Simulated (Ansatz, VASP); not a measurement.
# One calculation of BaS, two programs

```
CELL_PARAMETERS angstrom
4.39732 0.00000 0.00000
-2.19866 3.80819 0.00000
0.00000 0.00000 7.71077
ATOMIC_POSITIONS crystal
Ba 0.00000 0.00000 0.00000
Ba 0.00000 0.00000 0.50000
S 0.33333 0.66667 0.25000
S 0.66667 0.33333 0.75000
```

Alike in both runs: task single point; functional r2SCAN; k mesh 6 × 6 × 4; no spin polarisation.

```csv
,VASP,Ansatz
version,VASP 6.6.1,Ansatz 0.2.0
potentials or method,"VASP PAW PBE potentials, release 64 (Ba_sv, S)","plane waves, PAW"
plane-wave cutoff (eV),520,500
occupations,"gaussian, width 0.01 eV",fixed
valence electrons in the cell,32,32
```

Ansatz gave:

* gap on the k mesh at the Fermi level (eV): 2.78
* pressure (GPa): 1.4
* traceless stress, the component that is largest in VASP (GPa): 0.10

Question: Which values does VASP return?

Answer: gap on the k mesh at the Fermi level (eV): 2.68; pressure (GPa): 2.1; traceless stress, the component that is largest in VASP (GPa): 0.22.

VASP's potentials were made for PBE, not for r2SCAN.

Spin-orbit coupling is off throughout.
